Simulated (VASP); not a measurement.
# KF (Fmmm) in VASP: further runs

The runs below take KF through single point, with PBE.

Program: VASP 6.6.1. These are calculated values, not measurements. Logs are shortened: lines on timing, memory, paths and dates and some standing lists are left out, and cuts for length are marked.

## 1. The cell of the first run

The structure is orthorhombic, space group Fmmm (No. 69). The conventional cell has a = 4.608 Å, b = 5.421 Å, c = 5.516 Å, α = 90.00°, β = 90.00°, γ = 90.00°. K (site symmetry mmm) has 6 F at 2.30 to 2.76 Å within 3.0 Å. Within 3.0 Å of F (site symmetry mmm) lie 6 K at 2.30 to 2.76 Å.

## 2. Single point, PBE (normal strain along x +0.0175, normal strain along z -0.1500)

INCAR reads:

```
PREC = Accurate
ENCUT = 520
EDIFF = 1E-7
ISMEAR = 0
SIGMA = 0.05
LREAL = F
LASPH = T
NELM = 100
ALGO = Normal
ISIF = 2
LWAVE = F
LCHARG = F
GGA = PE
NBANDS = 15
```

KPOINTS reads:

```
Automatic mesh
0
Gamma
  8 8 8
```

POSCAR reads:

```
KF
1.0
    0.0000000000      2.7105354767      2.3039551552
    2.7579698475      0.0000000000      2.3039551552
    2.7579698475      2.7105354767      0.0000000000
K F
1 1
Direct
    0.0000000000      0.0000000000      0.0000000000
    0.5000000000      0.5000000000      0.5000000000
```

Potentials or basis: VASP PAW PBE potentials, release 64 (K_sv, F).

Started as:

```bash
$ cat potpaw_PBE.64/K_sv/POTCAR potpaw_PBE.64/F/POTCAR > POTCAR
$ mpirun -np 1 vasp_std > vasp.out
```

OUTCAR:

```text
PREC = Accurate
   ENCUT = 520
   EDIFF = 1E-7
   ISMEAR = 0
   LREAL = F
   LASPH = T
   NELM = 100
   ISIF = 2
   GGA = PE

 ion  position               nearest neighbor table
   1  0.000  0.000  0.000-   2 2.30   2 2.30   2 2.71   2 2.71   2 2.76   2 2.76
   2  0.500  0.500  0.500-   1 2.30   1 2.30   1 2.71   1 2.71   1 2.76   1 2.76

  LATTYP: Found a face centered orthorhombic cell.
 ALAT       =     4.6079103104
 B/A-ratio  =     1.1764705882
 C/A-ratio  =     1.1970588235

  Lattice vectors:

 A1 = (   2.7579698475,  -2.7105354767,   0.0000000000)
 A2 = (   2.7579698475,   0.0000000000,   2.3039551552)
 A3 = (   0.0000000000,  -2.7105354767,   2.3039551552)

Analysis of symmetry for initial positions (statically):
=====================================================================
 Subroutine PRICEL returns:
 Original cell was already a primitive cell.

 Routine SETGRP: Setting up the symmetry group for a
 face centered orthorhombic supercell.

 Subroutine GETGRP returns: Found  8 space group operations
 (whereof  8 operations were pure point group operations)
 out of a pool of  8 trial point group operations.

The static configuration has the point symmetry D_2h.

Analysis of symmetry for dynamics (positions and initial velocities):
=====================================================================
 Subroutine PRICEL returns:
 Original cell was already a primitive cell.

 Routine SETGRP: Setting up the symmetry group for a
 face centered orthorhombic supercell.

 Subroutine GETGRP returns: Found  8 space group operations
 (whereof  8 operations were pure point group operations)
 out of a pool of  8 trial point group operations.

The dynamic configuration has the point symmetry D_2h.

 Subroutine INISYM returns: Found  8 space group operations
 (whereof  8 operations are pure point group operations),
 and found     1 'primitive' translations

----------------------------------------------------------------------------------------

                                     Primitive cell

  volume of cell :      34.4468

  direct lattice vectors                    reciprocal lattice vectors
     0.000000000  2.710535477  2.303955155    -0.181292772  0.184465396  0.217018113
     2.757969848  0.000000000  2.303955155     0.181292772 -0.184465396  0.217018113
     2.757969848  2.710535477  0.000000000     0.181292772  0.184465396 -0.217018113

  length of vectors
     3.557416468  3.593689892  3.866962665     0.337626144  0.337626144  0.337626144

  position of ions in fractional coordinates (direct lattice)
     0.000000000  0.000000000  0.000000000
     0.500000000  0.500000000  0.500000000

  ion indices of the primitive-cell ions
   primitive index   ion index
                 1           1
                 2           2

----------------------------------------------------------------------------------------

 KPOINTS: Automatic mesh

Automatic generation of k-mesh.
 Grid dimensions read from file:
 generate k-points for:    8    8    8

 Generating k-lattice:

  Cartesian coordinates                     Fractional coordinates (reciprocal lattice)
    -0.022661597  0.023058174  0.027127264     0.125000000  0.000000000  0.000000000
     0.022661597 -0.023058174  0.027127264     0.000000000  0.125000000  0.000000000
     0.022661597  0.023058174 -0.027127264     0.000000000  0.000000000  0.125000000

  Length of vectors
     0.042203268  0.042203268  0.042203268

  Shift w.r.t. Gamma in fractional coordinates (k-lattice)
     0.000000000  0.000000000  0.000000000

 Subroutine IBZKPT returns following result:
 ===========================================

 Found     95 irreducible k-points:

 Following reciprocal coordinates:
            Coordinates               Weight
  0.000000  0.000000  0.000000      1.000000
  0.125000  0.000000  0.000000      8.000000
  0.250000  0.000000  0.000000      8.000000
  0.375000  0.000000  0.000000      8.000000
  0.500000  0.000000  0.000000      4.000000
  0.125000  0.125000  0.000000      2.000000
[... 16 lines left out ...]
  0.250000  0.000000  0.125000      8.000000
  0.375000  0.000000  0.125000      8.000000
 [... further k-points ...]
   k-points           NKPTS =     95   k-points in BZ     NKDIM =     95   number of bands    NBANDS=     15
   number of dos      NEDOS =    301   number of ions     NIONS =      2
   total plane-waves  NPLWV =  23520
   dimension x,y,z NGX =    28 NGY =   28 NGZ =   30
   dimension x,y,z NGXF=    56 NGYF=   56 NGZF=   60
   ions per type =               1   1
   NGX,Y,Z   is equivalent  to a cutoff of  13.09, 12.95, 12.90 a.u.
   NGXF,Y,Z  is equivalent  to a cutoff of  26.17, 25.91, 25.79 a.u.
 SYSTEM =  unknown system
   PREC   = accura    normal or accurate (medium, high low for compatibility)
   ISTART =      0    job   : 0-new  1-cont  2-samecut
   ICHARG =      2    charge: 1-file 2-atom 10-const
   ISPIN  =      1    spin polarized calculation?
   LNONCOLLINEAR =      F non collinear calculations
   LSORBIT =      F    spin-orbit coupling
   LASPH  =      T    aspherical Exc in radial PAW
   ENCUT  =  520.0 eV  38.22 Ry    6.18 a.u.   6.61  6.68  7.19*2*pi/ulx,y,z
   NELM   =    100;   NELMIN=  2; NELMDL= -5     # of ELM steps
   EDIFF  = 0.1E-06   stopping-criterion for ELM
   LREAL  =      F    real-space projection
   EDIFFG = 0.1E-05   stopping-criterion for IOM
   NSW    =      0    number of steps for IOM
   IBRION =     -1    ionic relax: 0-MD 1-quasi-New 2-CG
   NFREE  =      0    steps in history (QN), initial steepest desc. (CG)
   ISIF   =      2    stress and relaxation
   ISYM   =      2    0-nonsym 1-usesym 2-fastsym
   POTIM  = 0.5000    time-step for ionic-motion
   TEBEG  =    0.0;   TEEND  =   0.0 temperature during run
   PSTRESS=    0.0 pullay stress
   NELECT =      16.0000    total number of electrons
   NUPDOWN=      -1.0000    fix difference up-down
   EMIN   =  10.00;   EMAX   =-10.00  energy-range for DOS
   EFERMI =   0.00;   METHOD = LEGACY
   ISMEAR =     0;   SIGMA  =   0.05  broadening in eV -4-tet -1-fermi 0-gaus
   EFERMI_NEDOS =   21; number of points for ismear=-14 and -15
   IALGO  =     38    algorithm
   IMIX   =      4    mixing-type and parameters
     AMIX     =   0.40;   BMIX     =  1.00
     AMIX_MAG =   1.60;   BMIX_MAG =  1.00
  volume/ion in A,a.u.               =      17.22       116.23
  Fermi-wavevector in a.u.,A,eV,Ry     =   1.267842  2.395875 21.870337  1.607424
  Thomas-Fermi vector in A             =   2.400969
   LORBIT       =      0    0 simple, 1 ext, 2 COOP (PROOUT), +10 PAW based schemes
   GGA     = PE    functional components
   LHFCALC =     F    Hartree Fock is set to
   AEXX    =    0.0000 exact exchange contribution
   IVDW    =     0    specifies the selected vdW correction
   LEPSILON=     F    determine dielectric tensor
   LRPA    =     F    only Hartree local field effects (RPA)
 non-spin polarized calculation
 Gauss-broadening in eV      SIGMA  =   0.05
  energy-cutoff  :      520.00
  volume of cell :       34.45
 maximum number of plane-waves:       950
 NGX is ok and might be reduce to    28
   NGX = 13   NGY = 13   NGZ = 15

 number of electron      15.9999998 magnetization

 Free energy of the ion-electron system (eV)
  ---------------------------------------------------
  ext. energy  EPLUGINS =         0.00000000
  ---------------------------------------------------
  free energy    TOTEN  =        -7.93794704 eV

  energy without entropy =       -7.93794704  energy(sigma->0) =       -7.93794704

 E-fermi :  -1.7143     XC(G=0):  -8.8346

 val. band max:       -2.0369520241   @ k =   0.5000   0.0000   0.5000
 cond. band min:       4.0039921227   @ k =   0.0000   0.0000   0.0000
 fundamental gap:      6.0409441468
 Fermi energy:        -1.7142563692

 k-point     1 :       0.0000    0.0000    0.0000
  band No.  band energies     occupation
      1     -28.2935      2.00000
      2     -21.2400      2.00000
      3     -11.5905      2.00000
      4     -11.4403      2.00000
      5     -11.4205      2.00000
      6      -2.6579      2.00000
      7      -2.6409      2.00000
      8      -2.0561      2.00000
      9       4.0040      0.00000
     10       8.2343      0.00000
     11       8.3553      0.00000
     12       9.3058      0.00000
     13       9.3924      0.00000
     14      11.6537      0.00000
     15      15.3851      0.00000

 k-point     2 :       0.1250    0.0000    0.0000
  band No.  band energies     occupation
      1     -28.2680      2.00000
      2     -21.2772      2.00000
      3     -11.5519      2.00000
      4     -11.4749      2.00000
      5     -11.4490      2.00000
      6      -2.7595      2.00000
      7      -2.7037      2.00000
      8      -2.2393      2.00000
      9       4.4570      0.00000
     10       8.2530      0.00000
     11       8.5548      0.00000
     12       9.2723      0.00000
     13       9.5904      0.00000
     14      11.8650      0.00000
     15      16.1871      0.00000

 k-point     3 :       0.2500    0.0000    0.0000
  band No.  band energies     occupation
      1     -28.2052      2.00000
      2     -21.3681      2.00000
      3     -11.6133      2.00000
      4     -11.5079      2.00000
      5     -11.4076      2.00000
      6      -3.0285      2.00000
      7      -2.8334      2.00000
      8      -2.6254      2.00000
      9       5.5758      0.00000
     10       8.0542      0.00000
     11       9.0922      0.00000
     12       9.6979      0.00000
     13      10.2852      0.00000
     14      12.3815      0.00000
     15      16.9314      0.00000
[... 343 lines left out ...]
 k-point    23 :       0.2500    0.0000    0.1250
  band No.  band energies     occupation
      1     -28.2227      2.00000
      2     -21.3051      2.00000
      3     -11.6545      2.00000
      4     -11.5713      2.00000
      5     -11.4945      2.00000
      6      -3.0246      2.00000
      7      -2.7465      2.00000
      8      -2.2336      2.00000
      9       5.4471      0.00000
     10       7.6320      0.00000
     11       9.2276      0.00000
     12       9.9258      0.00000
     13      10.0829      0.00000
     14      11.9289      0.00000
     15      17.2766      0.00000

 k-point    24 :       0.3750    0.0000    0.1250
  band No.  band energies     occupation
      1     -28.1594      2.00000
      2     -21.3929      2.00000
      3     -11.7437      2.00000
      4     -11.5664      2.00000
      5     -11.4883      2.00000
      6      -3.1757      2.00000
      7      -2.8860      2.00000
      8      -2.6164      2.00000
      9       6.5633      0.00000
     10       7.7869      0.00000
     11       9.5153      0.00000
     12      10.4258      0.00000
     13      11.1660      0.00000
     14      12.4114      0.00000
     15      15.8643      0.00000

 [... further k-points ...]

------------------------ aborting loop because EDIFF is reached ----------------------------------------

  FORCE on cell =-STRESS in cart. coord.  units (eV):
  Direction    XX          YY          ZZ          XY          YZ          ZX
  --------------------------------------------------------------------------------------
  -------------------------------------------------------------------------------------
  Total        0.3763370      0.5958327      5.7398092      0.0000000      0.0000000      0.0000000
  in kB       17.5040625     27.7131740    266.9681266      0.0000000      0.0000000      0.0000000
  external PRESSURE =     104.0617877 kB  Pullay stress =       0.0000000 kB

 VOLUME and BASIS-vectors are now :
 -----------------------------------------------------------------------------
  energy-cutoff  :      520.00
  volume of cell :       34.45
      direct lattice vectors                 reciprocal lattice vectors
     0.000000000  2.710535477  2.303955155    -0.181292772  0.184465396  0.217018113
     2.757969848  0.000000000  2.303955155     0.181292772 -0.184465396  0.217018113
     2.757969848  2.710535477  0.000000000     0.181292772  0.184465396 -0.217018113

 POSITION                                       TOTAL-FORCE (eV/Angst)
 -----------------------------------------------------------------------------------
      0.00000      0.00000      0.00000         0.000000      0.000000      0.000000
      2.75797      2.71054      2.30396         0.000000     -0.000000      0.000000
 -----------------------------------------------------------------------------------
    total drift:                                0.000000      0.000000      0.000000

  FREE ENERGIE OF THE ION-ELECTRON SYSTEM (eV)
  ---------------------------------------------------
  free  energy   TOTEN  =        -7.9379470366 eV

  energy  without entropy=       -7.9379470366  energy(sigma->0) =       -7.93794704
```

Wall time 24 s (1 thread of Intel Xeon 6975P-C (Granite Rapids), shared host); peak memory 0.19 GiB.

Results:

```
Free energy            : -7.9379 eV
Pressure               : 10.4 GPa
Band gap on the k mesh : 6.04 eV (least direct gap 6.06 eV)
```

Caveat: the cell differs from its parent crystal (normal strain along x +0.0175, normal strain along z -0.1500); the cell stands under pressure. A k mesh can miss the band edges.

## 3. Single point, PBE (normal strain along x +0.0175, normal strain along z -0.0750)

INCAR reads:

```
PREC = Accurate
ENCUT = 520
EDIFF = 1E-6
ISMEAR = 0
SIGMA = 0.05
LREAL = False
LASPH = True
NELM = 100
ALGO = Normal
ISIF = 2
LWAVE = False
LCHARG = False
GGA = PE
NBANDS = 15
```

KPOINTS reads:

```
regular mesh
0
Gamma
  8 8 8
```

POSCAR reads:

```
KF
1.0
    0.0000000000      2.7105354767      2.5072453159
    2.7579698475      0.0000000000      2.5072453159
    2.7579698475      2.7105354767      0.0000000000
K F
1 1
Direct
    0.0000000000      0.0000000000      0.0000000000
    0.5000000000      0.5000000000      0.5000000000
```

Potentials or basis: VASP PAW PBE potentials, release 64 (K_sv, F).

Started as:

```bash
$ cat potpaw_PBE.64/K_sv/POTCAR potpaw_PBE.64/F/POTCAR > POTCAR
$ mpirun -np 1 vasp_std > vasp.out
```

OUTCAR:

```text
PREC = Accurate
   ENCUT = 520
   EDIFF = 1E-6
   ISMEAR = 0
   LREAL = False
   LASPH = True
   NELM = 100
   ISIF = 2
   GGA = PE

 ion  position               nearest neighbor table
   1  0.000  0.000  0.000-   2 2.51   2 2.51   2 2.71   2 2.71   2 2.76   2 2.76
   2  0.500  0.500  0.500-   1 2.51   1 2.51   1 2.71   1 2.71   1 2.76   1 2.76

  LATTYP: Found a face centered orthorhombic cell.
 ALAT       =     5.0144906318
 B/A-ratio  =     1.0810810811
 C/A-ratio  =     1.1000000000

  Lattice vectors:

 A1 = (   2.7579698475,  -2.7105354767,   0.0000000000)
 A2 = (   2.7579698475,   0.0000000000,   2.5072453159)
 A3 = (   0.0000000000,  -2.7105354767,   2.5072453159)

Analysis of symmetry for initial positions (statically):
=====================================================================
 Subroutine PRICEL returns:
 Original cell was already a primitive cell.

 Routine SETGRP: Setting up the symmetry group for a
 face centered orthorhombic supercell.

 Subroutine GETGRP returns: Found  8 space group operations
 (whereof  8 operations were pure point group operations)
 out of a pool of  8 trial point group operations.

[... 176 lines left out ...]
      6      -2.8175      2.00000
      7      -2.7988      2.00000
      8      -2.6373      2.00000
      9       3.4562      0.00000
     10       7.8005      0.00000
     11       7.9070      0.00000
     12       8.3397      0.00000
     13       9.2429      0.00000
     14      10.2032      0.00000
[... 401 lines left out ...]
      2     -21.5050      2.00000
      3     -12.2983      2.00000
      4     -12.1543      2.00000
      5     -12.1015      2.00000
      6      -3.3553      2.00000
      7      -3.0342      2.00000
      8      -2.9446      2.00000
      9       5.9500      0.00000
     10       7.1023      0.00000
     11       9.0374      0.00000
     12       9.5508      0.00000
     13      10.5836      0.00000
     14      11.1341      0.00000
     15      14.8143      0.00000

 [... further k-points ...]

------------------------ aborting loop because EDIFF is reached ----------------------------------------

  FORCE on cell =-STRESS in cart. coord.  units (eV):
  Direction    XX          YY          ZZ          XY          YZ          ZX
  --------------------------------------------------------------------------------------
  -------------------------------------------------------------------------------------
  Total        0.0441198      0.2399617      1.7275208      0.0000000      0.0000000      0.0000000
  in kB        1.8857004     10.2560705     73.8350244      0.0000000      0.0000000      0.0000000
  external PRESSURE =      28.6589318 kB  Pullay stress =       0.0000000 kB

 VOLUME and BASIS-vectors are now :
 -----------------------------------------------------------------------------
  energy-cutoff  :      520.00
  volume of cell :       37.49
      direct lattice vectors                 reciprocal lattice vectors
     0.000000000  2.710535477  2.507245316    -0.181292772  0.184465396  0.199422050
     2.757969848  0.000000000  2.507245316     0.181292772 -0.184465396  0.199422050
     2.757969848  2.710535477  0.000000000     0.181292772  0.184465396 -0.199422050

 POSITION                                       TOTAL-FORCE (eV/Angst)
 -----------------------------------------------------------------------------------
      0.00000      0.00000      0.00000         0.000000      0.000000      0.000000
      2.75797      2.71054      2.50725         0.000000      0.000000     -0.000000
 -----------------------------------------------------------------------------------
    total drift:                                0.000000      0.000000      0.000000

  FREE ENERGIE OF THE ION-ELECTRON SYSTEM (eV)
  ---------------------------------------------------
  free  energy   TOTEN  =        -8.2381920520 eV

  energy  without entropy=       -8.2381920520  energy(sigma->0) =       -8.23819205
```

OSZICAR:

```text
N       E                     dE             d eps       ncg     rms          rms(c)
DAV:   1     0.109957034220E+03    0.10996E+03   -0.82578E+03  2850   0.104E+03
DAV:   2    -0.495180046911E+01   -0.11491E+03   -0.10649E+03  3796   0.285E+02
DAV:   3    -0.938805923454E+01   -0.44363E+01   -0.44153E+01  3759   0.497E+01
DAV:   4    -0.950987246571E+01   -0.12181E+00   -0.12180E+00  3825   0.773E+00
DAV:   5    -0.951162001921E+01   -0.17476E-02   -0.17475E-02  3855   0.781E-01    0.647E+00
DAV:   6    -0.826712652857E+01    0.12445E+01   -0.34941E+00  3053   0.152E+01    0.433E+00
DAV:   7    -0.823965049132E+01    0.27476E-01   -0.69311E-02  3613   0.229E+00    0.244E+00
DAV:   8    -0.823587979462E+01    0.37707E-02   -0.50209E-02  3046   0.223E+00    0.197E-01
DAV:   9    -0.823749008107E+01   -0.16103E-02   -0.40482E-03  3809   0.522E-01    0.126E-01
DAV:  10    -0.823808912772E+01   -0.59905E-03   -0.53845E-04  3004   0.202E-01    0.562E-02
DAV:  11    -0.823819401522E+01   -0.10489E-03   -0.11535E-04  3081   0.935E-02    0.212E-02
DAV:  12    -0.823819176028E+01    0.22549E-05   -0.15332E-05  3545   0.392E-02    0.371E-03
DAV:  13    -0.823819205202E+01   -0.29174E-06   -0.21831E-06  3165   0.134E-02
   1 F= -.82381921E+01 E0= -.82381921E+01  d E =-.645001E-13
```

stdout:

```text
POSCAR found type information on POSCAR K F
 POSCAR found :  2 types and       2 ions
 scaLAPACK will be used
 LDA part: xc-table for (Slater+PW92), standard interpolation
 POSCAR, INCAR and KPOINTS ok, starting setup
 FFT: planning ... GRIDC
 FFT: planning ... GRID_SOFT
 FFT: planning ... GRID
 WAVECAR not read
 entering main loop
```

It took 65 s on 1 thread of Intel Xeon 8259CL, shared host; peak memory 0.19 GiB.

Results:

- Free energy: -8.2382 eV
- Pressure: 2.9 GPa
- Band gap on the k mesh: 6.09 eV

Stress tensor (GPa, compression positive):
```
0.19 0.00 0.00
0.00 1.03 0.00
0.00 0.00 7.38
```

Caveat: the cell differs from its parent crystal (normal strain along x +0.0175, normal strain along z -0.0750). A k mesh can miss the band edges.

(Continued in part 2 of 2.)
